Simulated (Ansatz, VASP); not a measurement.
# CdS: VASP beside Ansatz

```
Cd S
1.0
     4.16471    0.00000    0.00000
    -2.08235    3.60674    0.00000
     0.00000    0.00000    6.76789
Cd S
2 2
Direct
  0.33333 0.66667 0.96312
  0.66667 0.33333 0.46312
  0.33333 0.66667 0.41388
  0.66667 0.33333 0.91388
```

Change from the starting cell: polar distortion scaled by 0.40.

Alike in both runs: task single point; functional r2SCAN; k mesh 9 × 9 × 4; no spin polarisation.

```csv
,VASP,Ansatz
version,VASP 6.6.1,Ansatz 0.2.0
potentials or method,"VASP PAW PBE potentials, release 64 (Cd, S), cutoff 520 eV","scalar-relativistic, plane waves, PAW"
occupations,"gaussian, width 0.01 eV",fixed
valence electrons in the cell,36,52
```

Ansatz gave:

```
gap on the k mesh at the Fermi level (eV)                     : 1.83
least direct gap on the mesh (eV)                             : 1.83
pressure (GPa)                                                : 2.7
traceless stress, the component that is largest in VASP (GPa) : -5.63
rms of the force components (eV/Å)                            : 0.326
```

Question: Which values does VASP return?

Answer: gap on the k mesh at the Fermi level (eV): 1.83; least direct gap on the mesh (eV): 1.83; pressure (GPa): 3.0; traceless stress, the component that is largest in VASP (GPa): -5.87; rms of the force components (eV/Å): 0.335.

VASP's potentials were made for PBE, not for r2SCAN. Atom by atom the forces differ by 0.008 eV/Å (rms over components). VASP's potentials hold 36 valence electrons a cell and Ansatz's 52, so a difference there can come from the potentials and not from the codes.
